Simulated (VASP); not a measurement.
Here is a VASP 6.6.1 calculation.

File INCAR:

```
SYSTEM = Fe
  PREC = Accurate
  ENCUT = 520
  EDIFF = 1E-6
  ISMEAR = -1
  SIGMA = 0.15
  LREAL = .FALSE.
  LASPH = .TRUE.
  NELM = 150
  ALGO = Normal
  ISIF = 2
  LWAVE = .FALSE.
  LCHARG = .FALSE.
  ISPIN = 2
  MAGMOM = 4.19
  LORBIT = 11
  NUPDOWN = 4.2
  LMAXMIX = 4
  GGA = PE
  IVDW = 12
  NBANDS = 14
```

KPOINTS

```
Automatic mesh
0
G
  9 9 9
  0 0 0
```

Contents of POSCAR:

```
Fe
1.0
   -1.4430000000      1.4430000000      1.4430000000
    1.4430000000     -1.4430000000      1.4430000000
    1.4430000000      1.4430000000     -1.4430000000
Fe
1
Direct
    0.0000000000      0.0000000000      0.0000000000
```

Potentials or basis: VASP PAW PBE potentials, release 64 (Fe).

Run with:

```console
$ cat potpaw_PBE.64/Fe/POTCAR > POTCAR
$ mpirun -np 1 vasp_std > vasp.out
```

Task: Predict the pressure.

Result: 58.7 GPa.

Task: Estimate the dispersion energy per atom.

Result: -0.337 eV.

Caveat: three body term missing; the total moment is fixed, so each spin has its own Fermi level.
